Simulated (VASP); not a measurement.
Here is a VASP 6.6.1 calculation.

Contents of INCAR:

```
PREC = Accurate
ENCUT = 520
EDIFF = 1E-6
ISMEAR = -1
SIGMA = 0.05
LREAL = False
LASPH = True
NELM = 80
ALGO = Normal
ISIF = 2
LWAVE = False
LCHARG = True
GGA = PS
IVDW = 12
LELF = True
LVHAR = True
NBANDS = 20
```

File KPOINTS:

```
regular mesh
0
Gamma
  8 8 8
```

File POSCAR:

```
GaGe
1.0
    0.0000000000      2.8978440000      2.8978440000
    2.8978440000      0.0000000000      2.8978440000
    2.8978440000      2.8978440000      0.0000000000
Ge Ga
1 1
Direct
    0.0000000000      0.0000000000      0.0000000000
    0.2500000000      0.2500000000      0.2500000000
```

Potentials or basis: VASP PAW PBE potentials, release 64 (Ge_d, Ga_d).

Command:

```sh
$ cat potpaw_PBE.64/Ge_d/POTCAR potpaw_PBE.64/Ga_d/POTCAR > POTCAR
$ mpirun -np 1 vasp_std > vasp.out
```

Problem. Estimate the dispersion energy per atom.

Solution. -0.243 eV.

Problem. Predict the band gap on the k mesh.

Solution. Zero (an odd number of electrons rules out a gap without spin polarisation).

Problem. What does it give for the pressure?

Solution. -3.9 GPa.

Caveat: three body term missing; the cell stands under tension; the PAW data sets were made with another functional, which shifts forces and pressure a little.
